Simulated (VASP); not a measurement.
Ir:

```
Ir
1.0
     0.00000    1.91970    1.91970
     1.91970    0.00000    1.91970
     1.91970    1.91970    0.00000
Ir
1
Direct
  0.00000 0.00000 0.00000
```

Base run:

| Item | Value |
| --- | --- |
| Program | VASP 6.6.1 |
| Functional | LDA |
| Potentials or basis | VASP PAW LDA potentials, release 64 (Ir) |
| Cutoff | 520 eV |
| k mesh | 15 × 15 × 15 |
| Occupations | fermi-dirac, width 0.05 eV |
| Spin | non-collinear spin, zero start, spin-orbit coupling |
| Starting moments | [[0.0, 0.0, 0.0]] μB |

Its results: pressure -5.2 GPa.

**Question.** The run is repeated on the same cell with these changes: spin from non-collinear spin, zero start, spin-orbit coupling to no spin polarisation; further incar settings from ALGO = Normal; EDIFF = 1e-06; NBANDS = 20 to ALGO = Normal; EDIFF = 1e-06; NBANDS = 10. What comes out?

**Answer.** Pressure -6.3 GPa.

Caveats: the cell stands under tension.
